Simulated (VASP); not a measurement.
Set up this calculation in VASP 6.6.1, as the native input.

| Property | Result |
| --- | --- |
| Task | single point |
| Functional | PBE |
| Dispersion | D3(BJ) |
| Potentials or basis | VASP PAW PBE potentials, release 64 (Zn, O) |
| Cutoff | 520 eV |
| k mesh | 2 × 2 × 1 |
| Occupations | fermi-dirac, width 0.02 eV |
| Spin | no spin polarisation |
| Dipole correction | no |
| Further INCAR settings | ALGO = Normal; EDIFF = 1e-06; NBANDS = 66 |

The structure of ZnO lies in POSCAR:

```
ZnO
1.0
    5.5339020000      0.0000000000      0.0000000000
   -2.7669510000      5.3469200000      0.0000000000
    0.0000000000      0.0000000000     17.3926410000
Zn O
6 6
Direct
    0.3333271894      0.0000000000      0.0574955810
    0.5649729515      0.6311296971      0.0888076745
    0.9648287047     -0.0249489426      0.2090079362
    0.9816818530      0.5003815281      0.0996340924
    0.6199292258      0.1799914717      0.2282632063
    0.3354121724      0.4951074637      0.2418206643
    0.2813088125      0.6598004085      0.0354805231
    0.5877214969      0.3256267159      0.0807352949
    0.9858576339      0.8641423474      0.1034345503
    0.9976825361      0.3479199240      0.1856014851
    0.5731475780      0.8267376359      0.2360136106
    0.3185406160      0.1959819859      0.2698670087
```

The input as run:

INCAR

```
SYSTEM = ZnO
PREC = Accurate
ENCUT = 520
EDIFF = 1E-6
ISMEAR = -1
SIGMA = 0.02
LREAL = .False.
LASPH = .True.
NELM = 60
ALGO = Normal
ISIF = 2
LWAVE = .False.
LCHARG = .False.
GGA = PE
IVDW = 12
NBANDS = 66
```

KPOINTS

```
Automatic mesh
0
Gamma
  2 2 1
  0 0 0
```

Potentials or basis: VASP PAW PBE potentials, release 64 (Zn, O).

Command:

```bash
$ cat potpaw_PBE.64/Zn/POTCAR potpaw_PBE.64/O/POTCAR > POTCAR
$ mpirun -np 1 vasp_std > vasp.out
```

It gave:

```
Largest force              : 3.319 eV/Å
Band gap on the k mesh     : 1.38 eV (least direct gap 1.53 eV)
Dispersion energy per atom : -0.127 eV
```

Caveat: the k points lie up to 0.64 Å⁻¹ apart.

Run time: 5.9 min on 1 thread of Intel(R) Xeon(R) Platinum 8488C (Sapphire Rapids), with other jobs on the host, peak memory 0.65 GiB.
